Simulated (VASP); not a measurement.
Mo:

```
Mo
1.0
    -1.57342    1.57342    1.57342
     1.57342   -1.57342    1.57342
     1.57342    1.57342   -1.57342
Mo
1
Cartesian
  0.0000 0.0000 0.0000
```

* Program: VASP 6.6.1
* Task: relaxation of cell and atoms
* Functional: PBE
* Potentials or basis: VASP PAW PBE potentials, release 64 (Mo_sv)
* Cutoff: 600 eV
* k mesh: 18 × 18 × 18
* Occupations: gaussian, width 0.1 eV
* Spin: no spin polarisation

At the start: pressure 3.9 GPa; volume 15.58 Å³/atom.

Problem. Where does the relaxation end?

Solution. Over 4 steps the energy falls by 2.7 meV/atom and the volume is 15.81 Å³/atom (+1.4 %); space group Im-3m (No. 229, to 0.05 Å).

Step by step:
```csv
step,energy change (eV),largest force (eV/Å),pressure (GPa),volume (Å³)
1,0.0000,0.0000,3.89,15.58
2,0.0169,0.0000,-9.47,16.45
3,-0.0027,0.0000,-0.05,15.81
4,-0.0027,0.0000,0.02,15.81
```

Final structure:
```
Mo
1.0
    -1.58098    1.58098    1.58098
     1.58098   -1.58098    1.58098
     1.58098    1.58098   -1.58098
Mo
1
Direct
  0.00000 0.00000 0.00000
```
